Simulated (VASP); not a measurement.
Ti2AlC, 8 atoms in the cell. Symmetry: P6_3/mmc, No. 194, hexagonal system. Conventional cell: a = 3.055 Å, b = 3.055 Å, c = 13.718 Å, α = 90.00°, β = 90.00°, γ = 120.00°. Within 2.9 Å of Ti (site symmetry 3m) lie 3 C at 2.10 Å and 3 Al at 2.89 Å and 3 Ti at 2.89 Å. Al (site symmetry -6m2) has 6 Ti at 2.89 Å and 6 Al at 3.05 Å and 6 C at 3.86 Å within 3.9 Å. Within 2.8 Å of C (site symmetry -3m) lie 6 Ti at 2.10 Å. 

| Property | Result |
| --- | --- |
| Program | VASP 6.6.1 |
| Task | single point |
| Functional | r2SCAN |
| Potentials or basis | VASP PAW PBE potentials, release 64 (Ti_sv, Al, C) |
| Cutoff | 520 eV |
| k mesh | 12 × 12 × 4 |
| Occupations | gaussian, width 0.1 eV |
| Spin | no spin polarisation |
| Dipole correction | no |
| Further INCAR settings | ALGO = Normal; EDIFF = 1e-07; NBANDS = 41 |

Potentials or basis: VASP PAW PBE potentials, release 64 (Ti_sv, Al, C).

Launch:

```sh
$ cat potpaw_PBE.64/Ti_sv/POTCAR potpaw_PBE.64/Al/POTCAR potpaw_PBE.64/C/POTCAR > POTCAR
$ cp INCAR.step1 INCAR
$ mpirun -np 1 vasp_std > vasp.out
$ cp INCAR.step2 INCAR
$ mpirun -np 1 vasp_std > vasp.out
```

Hardware: 1 thread of Intel(R) Xeon(R) 6975P-C (Granite Rapids), on a shared host.

Problem. How long does it take, and how much memory?

Solution. It took 12 min on 1 thread of Intel(R) Xeon(R) 6975P-C (Granite Rapids), with other jobs on the host, peak memory 0.39 GiB. Counts: k points 57.
